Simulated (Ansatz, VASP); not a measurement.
## PtS2 in VASP and in Ansatz

```
Pt S
1.0
     3.47862    0.00000    0.00000
    -1.73931    3.01257    0.00000
     0.00000    0.00000    5.76894
Pt S
1 2
Direct
  0.00000 0.00000 0.00000
  0.33333 0.66667 0.22181
  0.66667 0.33333 0.77819
```

Alike in both runs: functional PBE; k mesh 12 × 12 × 6; occupations gaussian, width 0.05 eV; no spin polarisation.

Ansatz relaxed the structure, and its values are those at the end. VASP's run is a single point on that final structure, the one shown.

```csv
,VASP,Ansatz
version,VASP 6.6.1,Ansatz 0.2.0
potentials or method,"VASP PAW PBE potentials, release 64 (Pt, S), cutoff 520 eV","scalar-relativistic, plane waves, PAW"
valence electrons in the cell,22,30
```

Ansatz gave:

| Property | Result |
| --- | --- |
| gap on the k mesh at the Fermi level (eV) | 1.18 |
| least direct gap on the mesh (eV) | 1.28 |
| pressure (GPa) | 4.6 |
| rms of the force components (eV/Å) | 0.000 |

Q: Estimate VASP's values.

A: gap on the k mesh at the Fermi level (eV): 1.19; least direct gap on the mesh (eV): 1.29; pressure (GPa): 4.1; rms of the force components (eV/Å): 0.020.

VASP's potentials hold 22 valence electrons a cell and Ansatz's 30, so a difference there can come from the potentials and not from the codes. Ansatz's warnings: stress scf threshold loose.

Spin-orbit coupling is off throughout.
